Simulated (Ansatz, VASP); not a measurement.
## Na2S: VASP beside Ansatz

INCAR

```
PREC = Accurate
ENCUT = 500
EDIFF = 1E-6
ISMEAR = 0
SIGMA = 0.05
LREAL = False
LASPH = True
NELM = 120
ALGO = Normal
ISIF = 2
LWAVE = False
LCHARG = False
GGA = PE
IVDW = 12
NBANDS = 17
GGA_COMPAT = False
```

KPOINTS

```
regular mesh
0
Gamma
  6 6 6
```

Contents of POSCAR:

```
Na2S
1.0
    0.0000000000      3.2416146015      3.2416146015
    3.2416146015      0.0000000000      3.2416146015
    3.2416146015      3.2416146015      0.0000000000
Na S
2 1
Direct
    0.2500000000      0.2500000000      0.2500000000
    0.7500000000      0.7500000000      0.7500000000
    0.0000000000      0.0000000000      0.0000000000
```

Input for Ansatz:

```yaml
crystal:
  lattice:
    - [0.0, 3.2416146015, 3.2416146015]
    - [3.2416146015, 0.0, 3.2416146015]
    - [3.2416146015, 3.2416146015, 0.0]
  atoms:
    - { symbol: Na, position: [0.25, 0.25, 0.25] }
    - { symbol: Na, position: [0.75, 0.75, 0.75] }
    - { symbol: S, position: [0.0, 0.0, 0.0] }
basis:
  ecutwfc: 420
  ecutrho_ratio: 4
kpoints:
  mp_grid: { grid: [6, 6, 6] }
hamiltonian:
  xc: pbe
  dispersion: d3bj
scf:
  occupations: { method: gaussian, width: 0.05 }
output:
  forces: true
  stress: true
  eigenvalues: true
```

Alike in both runs: task single point; functional PBE; dispersion D3(BJ); k mesh 6 × 6 × 6; occupations gaussian, width 0.05 eV; no spin polarisation.

```csv
,VASP,Ansatz
version,VASP 6.6.1,Ansatz 0.2.0
potentials or method,"VASP PAW PBE potentials, release 64 (Na_pv, S), cutoff 500 eV","scalar-relativistic, plane waves, PAW"
valence electrons in the cell,20,24
```

|  | VASP | Ansatz | Ansatz less VASP |
| --- | --- | --- | --- |
| gap on the k mesh at the Fermi level (eV) | 2.57 | 2.58 | +0.002 |
| least direct gap on the mesh (eV) | 2.57 | 2.58 | +0.002 |
| pressure (GPa) | -0.6 | -0.6 | -0.02 |

VASP's potentials hold 20 valence electrons a cell and Ansatz's 24, so a difference there can come from the potentials and not from the codes.
